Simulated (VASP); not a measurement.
**BeS: single point with PBE**

Crystal: BeS.

```
Be S
1.0
     0.00000    2.53168    2.35552
     2.53168    0.00000    2.35552
     2.53168    2.53168    0.00000
Be S
1 1
Cartesian
  0.0000 0.0000 0.0000
  1.2658 1.2658 1.1778
```

This cell differs from its parent crystal: epitaxial xy strain +4.0%.

```yaml
Program: VASP 6.6.1
Task: single point
Functional: PBE
Potentials_or_basis: VASP PAW PBE potentials, release 64 (Be, S)
Cutoff: 520 eV
k_mesh: 10 × 10 × 10
Occupations: fermi-dirac, width 0.02 eV
Spin: no spin polarisation
Dipole_correction: no
Further_INCAR_settings: ALGO = Normal; EDIFF = 1e-06; NBANDS = 11
```

```yaml
Pressure: -3.6 GPa
Band_gap_on_the_k_mesh: 2.71 eV, indirect (least direct gap 5.17 eV)
```

Stress tensor (GPa, compression positive):
```
-5.57  0.00  0.00
 0.00 -5.57  0.00
 0.00  0.00  0.42
```

Levels at points of the mesh, in eV from the valence-band top:
| k point | band 1 | band 2 | band 3 | band 4 | band 5 | band 6 | band 7 | band 8 |
| --- | --- | --- | --- | --- | --- | --- | --- | --- |
| (0.00, 0.00, 0.00) | -13.53 | -0.32 | -0.32 | 0.00 | 5.17 | 5.44 | 5.54 | 5.54 |
| (0.50, 0.00, 0.00) | -12.07 | -5.64 | -1.46 | -0.88 | 4.85 | 6.07 | 6.87 | 10.75 |
| (0.50, 0.50, 0.00) | -11.39 | -4.62 | -3.00 | -3.00 | 2.71 | 4.29 | 12.11 | 12.11 |
| (0.50, 0.00, 0.50) | -11.68 | -5.10 | -2.51 | -2.41 | 3.20 | 4.99 | 11.78 | 11.97 |

It took 17 s on 1 thread of Intel(R) Xeon(R) Platinum 8559C (Emerald Rapids), on a shared host, peak memory 0.17 GiB.

Caveat: the cell differs from its parent crystal (epitaxial xy strain +4.0%). A k mesh can miss the band edges.
